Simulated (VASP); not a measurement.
# Se (Pm-3m) in VASP: notebook, part 2 of 2

VASP 6.6.1. Earlier steps stand in the parts before.

### 4 Single point, r2SCAN (functional r2SCAN, strained)

The input, POSCAR:

```
Se
1.0
    2.7018504424      0.0000000000      0.0000000000
    0.0000000000      2.7018504424      0.0000000000
    0.0000000000      0.0000000000      2.7018504424
Se
1
Direct
    0.0000000000      0.0000000000      0.0000000000
```

The input, INCAR.step1:

```
SYSTEM = Se
ALGO     = Normal         ! electronic algorithm
EDIFF    = 1E-4           ! SCF threshold, eV
ENCUT    = 520            ! plane-wave cutoff, eV
GGA      = PE             ! functional
ISMEAR   = 0              ! smearing method
LASPH    = .TRUE.         ! aspherical terms in the spheres
LCHARG   = .FALSE.        ! write CHGCAR
LREAL    = .FALSE.        ! projectors in reciprocal space
LWAVE    = .TRUE.         ! write WAVECAR
NBANDS   = 9              ! bands
NELM     = 60             ! most SCF steps
PREC     = Accurate       ! precision mode
SIGMA    = 0.1            ! smearing width, eV
```

The input, INCAR.step2:

```
SYSTEM = Se
ALGO     = Normal         ! electronic algorithm
EDIFF    = 1E-7           ! SCF threshold, eV
ENCUT    = 520            ! plane-wave cutoff, eV
ISIF     = 2              ! what is computed and relaxed
ISMEAR   = 0              ! smearing method
ISTART   = 1            
LASPH    = .TRUE.         ! aspherical terms in the spheres
LCHARG   = .FALSE.        ! write CHGCAR
LMIXTAU  = .TRUE.       
LREAL    = .FALSE.        ! projectors in reciprocal space
LWAVE    = .FALSE.        ! write WAVECAR
METAGGA  = R2SCAN         ! meta-GGA
NBANDS   = 9              ! bands
NELM     = 60             ! most SCF steps
PREC     = Accurate       ! precision mode
SIGMA    = 0.1            ! smearing width, eV
```

The input, KPOINTS:

```
k-points
0
G
  14 14 14
  0 0 0
```

Potentials or basis: VASP PAW PBE potentials, release 64 (Se).

The run is started by

```sh
$ cat potpaw_PBE.64/Se/POTCAR > POTCAR
$ cp INCAR.step1 INCAR
$ mpirun -np 1 vasp_std > vasp.out
$ cp INCAR.step2 INCAR
$ mpirun -np 1 vasp_std > vasp.out
```

OUTCAR:

```text
SYSTEM = Se
   EDIFF = 1E-7
   ENCUT = 520
   ISIF = 2
   ISMEAR = 0
   ISTART = 1
   LASPH = .TRUE.
   LREAL = .FALSE.
   METAGGA = R2SCAN
   NELM = 60
   PREC = Accurate

 ion  position               nearest neighbor table
   1  0.000  0.000  0.000-

  LATTYP: Found a simple cubic cell.
 ALAT       =     2.7018504424

  Lattice vectors:

 A1 = (   2.7018504424,   0.0000000000,   0.0000000000)
 A2 = (   0.0000000000,   2.7018504424,   0.0000000000)
 A3 = (   0.0000000000,   0.0000000000,   2.7018504424)

Analysis of symmetry for initial positions (statically):
=====================================================================
 Subroutine PRICEL returns:
 Original cell was already a primitive cell.

 Routine SETGRP: Setting up the symmetry group for a
 simple cubic supercell.

 Subroutine GETGRP returns: Found 48 space group operations
 (whereof 48 operations were pure point group operations)
 out of a pool of 48 trial point group operations.

The static configuration has the point symmetry O_h .

Analysis of symmetry for dynamics (positions and initial velocities):
=====================================================================
 Subroutine PRICEL returns:
 Original cell was already a primitive cell.

 Routine SETGRP: Setting up the symmetry group for a
 simple cubic supercell.

 Subroutine GETGRP returns: Found 48 space group operations
 (whereof 48 operations were pure point group operations)
 out of a pool of 48 trial point group operations.

The dynamic configuration has the point symmetry O_h .

 Subroutine INISYM returns: Found 48 space group operations
 (whereof 48 operations are pure point group operations),
 and found     1 'primitive' translations

----------------------------------------------------------------------------------------

                                     Primitive cell

  volume of cell :      19.7235

  direct lattice vectors                    reciprocal lattice vectors
     2.701850442  0.000000000  0.000000000     0.370116711  0.000000000  0.000000000
     0.000000000  2.701850442  0.000000000     0.000000000  0.370116711  0.000000000
     0.000000000  0.000000000  2.701850442     0.000000000  0.000000000  0.370116711

  length of vectors
     2.701850442  2.701850442  2.701850442     0.370116711  0.370116711  0.370116711

  position of ions in fractional coordinates (direct lattice)
     0.000000000  0.000000000  0.000000000

  ion indices of the primitive-cell ions
   primitive index   ion index
                 1           1

----------------------------------------------------------------------------------------

 KPOINTS: k-points

Automatic generation of k-mesh.
 Grid dimensions read from file:
 generate k-points for:   14   14   14

 Generating k-lattice:

  Cartesian coordinates                     Fractional coordinates (reciprocal lattice)
     0.026436908  0.000000000  0.000000000     0.071428571  0.000000000  0.000000000
     0.000000000  0.026436908  0.000000000     0.000000000  0.071428571  0.000000000
     0.000000000  0.000000000  0.026436908     0.000000000  0.000000000  0.071428571

  Length of vectors
     0.026436908  0.026436908  0.026436908

  Shift w.r.t. Gamma in fractional coordinates (k-lattice)
     0.000000000  0.000000000  0.000000000

 Subroutine IBZKPT returns following result:
 ===========================================

 Found    120 irreducible k-points:

 Following reciprocal coordinates:
            Coordinates               Weight
  0.000000  0.000000  0.000000      1.000000
  0.071429  0.000000  0.000000      6.000000
  0.142857  0.000000  0.000000      6.000000
  0.214286  0.000000  0.000000      6.000000
  0.285714  0.000000  0.000000      6.000000
  0.357143  0.000000  0.000000      6.000000
[... 16 lines left out ...]
  0.285714  0.214286  0.000000     24.000000
  0.357143  0.214286  0.000000     24.000000
 [... further k-points ...]
   k-points           NKPTS =    120   k-points in BZ     NKDIM =    120   number of bands    NBANDS=      9
   number of dos      NEDOS =    301   number of ions     NIONS =      1
   total plane-waves  NPLWV =   8000
   dimension x,y,z NGX =    20 NGY =   20 NGZ =   20
   dimension x,y,z NGXF=    40 NGYF=   40 NGZF=   40
   ions per type =               1
   NGX,Y,Z   is equivalent  to a cutoff of  12.31, 12.31, 12.31 a.u.
   NGXF,Y,Z  is equivalent  to a cutoff of  24.61, 24.61, 24.61 a.u.
 SYSTEM =  Se
   PREC   = accura    normal or accurate (medium, high low for compatibility)
   ISTART =      1    job   : 0-new  1-cont  2-samecut
   ICHARG =      0    charge: 1-file 2-atom 10-const
   ISPIN  =      1    spin polarized calculation?
   LNONCOLLINEAR =      F non collinear calculations
   LSORBIT =      F    spin-orbit coupling
   LASPH  =      T    aspherical Exc in radial PAW
   ENCUT  =  520.0 eV  38.22 Ry    6.18 a.u.   5.02  5.02  5.02*2*pi/ulx,y,z
   NELM   =     60;   NELMIN=  2; NELMDL=  0     # of ELM steps
   EDIFF  = 0.1E-06   stopping-criterion for ELM
   LREAL  =      F    real-space projection
   EDIFFG = 0.1E-05   stopping-criterion for IOM
   NSW    =      0    number of steps for IOM
   IBRION =     -1    ionic relax: 0-MD 1-quasi-New 2-CG
   NFREE  =      0    steps in history (QN), initial steepest desc. (CG)
   ISIF   =      2    stress and relaxation
   ISYM   =      2    0-nonsym 1-usesym 2-fastsym
   POTIM  = 0.5000    time-step for ionic-motion
   TEBEG  =    0.0;   TEEND  =   0.0 temperature during run
   PSTRESS=    0.0 pullay stress
   NELECT =       6.0000    total number of electrons
   NUPDOWN=      -1.0000    fix difference up-down
   EMIN   =  10.00;   EMAX   =-10.00  energy-range for DOS
   EFERMI =   0.00;   METHOD = LEGACY
   ISMEAR =     0;   SIGMA  =   0.10  broadening in eV -4-tet -1-fermi 0-gaus
   EFERMI_NEDOS =   21; number of points for ismear=-14 and -15
   IALGO  =     38    algorithm
   IMIX   =      4    mixing-type and parameters
     AMIX     =   0.40;   BMIX     =  1.00
     AMIX_MAG =   1.60;   BMIX_MAG =  1.00
  volume/ion in A,a.u.               =      19.72       133.10
  Fermi-wavevector in a.u.,A,eV,Ry     =   1.101025  2.080636 16.493752  1.212257
  Thomas-Fermi vector in A             =   2.237446
   LORBIT       =      0    0 simple, 1 ext, 2 COOP (PROOUT), +10 PAW based schemes
   METAGGA = R2SCAN    functional components
   LHFCALC =     F    Hartree Fock is set to
   AEXX    =    0.0000 exact exchange contribution
   IVDW    =     0    specifies the selected vdW correction
   LEPSILON=     F    determine dielectric tensor
   LRPA    =     F    only Hartree local field effects (RPA)
 non-spin polarized calculation
 Gauss-broadening in eV      SIGMA  =   0.10
  energy-cutoff  :      520.00
  volume of cell :       19.72
 maximum number of plane-waves:       552
   NGX = 11   NGY = 11   NGZ = 11

 number of electron       6.0000001 magnetization

 Free energy of the ion-electron system (eV)
  ---------------------------------------------------
  ext. energy  EPLUGINS =         0.00000000
  ---------------------------------------------------
  free energy    TOTEN  =       -13.97265507 eV

  energy without entropy =      -13.97017543  energy(sigma->0) =      -13.97141525

 E-fermi :   6.2786     XC(G=0): -11.0948

 val. band max:        6.2429439319   @ k =   0.3571   0.3571   0.2143
 cond. band min:       6.3548897904   @ k =   0.5000   0.2857   0.2143
 fundamental gap:      0.1119458585
 Fermi energy:         6.2786099192

 k-point     1 :       0.0000    0.0000    0.0000
  band No.  band energies     occupation
      1     -11.8571      2.00000
      2       7.9440      0.00000
      3       7.9440      0.00000
      4       7.9440      0.00000
      5      14.1845      0.00000
      6      14.1845      0.00000
      7      15.8335      0.00000
      8      30.9312      0.00000
      9      30.9312      0.00000

 k-point     2 :       0.0714    0.0000    0.0000
  band No.  band energies     occupation
      1     -11.7672      2.00000
      2       6.9394      0.00000
      3       8.0172      0.00000
      4       8.0172      0.00000
      5      14.2679      0.00000
      6      14.9110      0.00000
      7      16.3820      0.00000
      8      29.4384      0.00000
      9      29.4384      0.00000
[... 253 lines left out ...]
 k-point    24 :       0.3571    0.2143    0.0000
  band No.  band energies     occupation
      1      -9.1133      2.00000
      2      -0.0104      2.00000
      3       4.5606      2.00000
      4       9.9772      0.00000
      5      14.9004      0.00000
      6      17.9012      0.00000
      7      22.7470      0.00000
      8      23.4320      0.00000
      9      24.8948      0.00000

 [... further k-points ...]
[... 5 lines left out ...]
  --------------------------------------------------------------------------------------
  -------------------------------------------------------------------------------------
  Total        1.4969326      1.4969326      1.4969326      0.0000000      0.0000000      0.0000000
  in kB      121.5986907    121.5986907    121.5986907      0.0000000      0.0000000      0.0000000
  external PRESSURE =     121.5986907 kB  Pullay stress =       0.0000000 kB

 VOLUME and BASIS-vectors are now :
 -----------------------------------------------------------------------------
  energy-cutoff  :      520.00
  volume of cell :       19.72
      direct lattice vectors                 reciprocal lattice vectors
     2.701850442  0.000000000  0.000000000     0.370116711  0.000000000  0.000000000
     0.000000000  2.701850442  0.000000000     0.000000000  0.370116711  0.000000000
     0.000000000  0.000000000  2.701850442     0.000000000  0.000000000  0.370116711

 POSITION                                       TOTAL-FORCE (eV/Angst)
 -----------------------------------------------------------------------------------
      0.00000      0.00000      0.00000         0.000000      0.000000      0.000000
 -----------------------------------------------------------------------------------
    total drift:                                0.000000      0.000000     -0.000000

  FREE ENERGIE OF THE ION-ELECTRON SYSTEM (eV)
  ---------------------------------------------------
  free  energy   TOTEN  =       -13.9726550743 eV

  energy  without entropy=      -13.9701754319  energy(sigma->0) =      -13.97141525
```

Wall time 34 s (1 thread of AMD EPYC 9R45 (Zen 5), shared host); peak memory 0.11 GiB.

What came out:

```
Free energy            : -13.9727 eV
Pressure               : 12.2 GPa
Band gap on the k mesh : zero (band 3 reaches 9.83 eV, above the bottom of band 4 at 2.10 eV)
```

Caveat: the cell differs from its parent crystal (functional r2SCAN, strained); the PAW data sets were made with another functional, which shifts forces and pressure a little.

### 5 Summary

```csv
level,cell,gap on the mesh (eV),pressure (GPa)
PBE,"a = 2.882 Å, 1 atom",none,-3.4
PBE,"a = 2.893 Å, 1 atom",none,-4.1
r2SCAN,"a = 2.702 Å, 1 atom",none,12.2
```

Alike in all rows: task single point; potentials or basis VASP PAW PBE potentials, release 64 (Se); no spin polarisation; k mesh 14 × 14 × 14; cutoff (eV) 520; smearing gaussian 0.1 eV.

Caveats: the PAW data sets were made with another functional, which shifts forces and pressure a little (some runs).

Absolute energies hang on the potentials; compare differences alone.
